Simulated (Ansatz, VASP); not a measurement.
## One calculation of GaSb, two programs

INCAR

```
SYSTEM = GaSb
  PREC = Accurate
  ENCUT = 520
  EDIFF = 1E-8
  ISMEAR = -1
  SIGMA = 0.05
  LREAL = .False.
  LASPH = .True.
  NELM = 80
  ALGO = Normal
  ISIF = 2
  LWAVE = .False.
  LCHARG = .False.
  GGA = PE
  LEFG = .True.
  NBANDS = 16
```

Contents of KPOINTS:

```
regular mesh
0
Gamma
  9 9 9
  0 0 0
```

File POSCAR:

```
GaSb
1.0
    0.0000000000      3.0280988974      3.0280988974
    3.0280988974      0.0000000000      3.0280988974
    3.0280988974      3.0280988974      0.0000000000
Ga Sb
1 1
Direct
    0.0000000000      0.0000000000      0.0000000000
    0.7500000000      0.7500000000      0.7500000000
```

Input for Ansatz:

```yaml
crystal:
  lattice:
    - [0.0, 3.0280988974, 3.0280988974]
    - [3.0280988974, 0.0, 3.0280988974]
    - [3.0280988974, 3.0280988974, 0.0]
  atoms:
    - { symbol: Ga, position: [0.0, 0.0, 0.0] }
    - { symbol: Sb, position: [0.75, 0.75, 0.75] }
kpoints:
  mp_grid: { grid: [9, 9, 9] }
scf:
  occupations: { method: fermi_dirac, width: 0.05 }
hamiltonian:
  xc: pbe
  pseudopotentials: { kind: paw }
output:
  forces: true
  stress: true
  eigenvalues: true
  efg: { contact_densities: true }
```

Change from the starting cell: volume scaled by 0.97, PAW files.

Alike in both runs: task electric field gradients; functional PBE; k mesh 9 × 9 × 9; occupations fermi-dirac, width 0.05 eV; no spin polarisation.

```csv
,VASP,Ansatz
version,VASP 6.6.1,Ansatz 0.2.0
potentials or method,"VASP PAW PBE potentials, release 64 (Ga_d, Sb)","PAW with Ansatz's default frozen-core files, scalar-relativistic"
plane-wave cutoff (eV),520,420
valence electrons in the cell,18,28
```

|  | VASP | Ansatz | Ansatz less VASP |
| --- | --- | --- | --- |
| pressure (GPa) | 4.2 | 4.1 | -0.09 |

With one functional, cell and mesh, what is left measures potentials, basis and numerics. VASP's potentials hold 18 valence electrons a cell and Ansatz's 28, so a difference there can come from the potentials and not from the codes.

Spin-orbit coupling is off throughout.
